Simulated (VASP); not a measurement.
Set up this calculation in VASP 6.6.1, as the native input.

* Task: single point
* Functional: PBEsol
* Potentials or basis: VASP PAW PBE potentials, release 64 (Cs_sv, Br)
* Cutoff: 500 eV
* k mesh: 6 × 6 × 6
* Occupations: gaussian, width 0.02 eV
* Spin: no spin polarisation
* Dipole correction: no
* Further INCAR settings: ALGO = Normal; EDIFF = 1e-06; NBANDS = 15

The structure of CsBr lies in POSCAR:

```
CsBr
1.0
    4.2693703200      0.0000000000      0.0000000000
    0.0000000000      4.2693703200      0.0000000000
    0.0000000000      0.0000000000      4.2693703200
Cs Br
1 1
Direct
    0.0000000000      0.0000000000      0.0000000000
    0.5000000000      0.5000000000      0.5000000000
```

This cell differs from its parent crystal: strained.

One way to write it, as run:

INCAR

```
ALGO     = Normal         # electronic algorithm
EDIFF    = 1E-6           # SCF threshold, eV
ENCUT    = 500            # plane-wave cutoff, eV
GGA      = PS             # functional
GGA_COMPAT= F            
ISIF     = 2              # what is computed and relaxed
ISMEAR   = 0              # smearing method
LASPH    = T              # aspherical terms in the spheres
LCHARG   = F              # write CHGCAR
LREAL    = F              # projectors in reciprocal space
LWAVE    = F              # write WAVECAR
NBANDS   = 15             # bands
NELM     = 120            # most SCF steps
PREC     = Accurate       # precision mode
SIGMA    = 0.02           # smearing width, eV
```

KPOINTS

```
k-points
0
Gamma
  6 6 6
```

Potentials or basis: VASP PAW PBE potentials, release 64 (Cs_sv, Br).

The run is started by

```sh
$ cat potpaw_PBE.64/Cs_sv/POTCAR potpaw_PBE.64/Br/POTCAR > POTCAR
$ mpirun -np 1 vasp_std > vasp.out
```

Results of the run:

```json
{"Pressure": "-0.2 GPa", "Band gap on the k mesh": "4.37 eV, direct"}
```

Caveat: the cell differs from its parent crystal (strained); the PAW data sets were made with another functional, which shifts forces and pressure a little; spin-orbit coupling is left out, which moves the levels of the heavy elements.

It took 26 s on 1 thread of AMD EPYC 7R13 Processor (Zen 3), with other jobs on the host, peak memory 0.15 GiB.
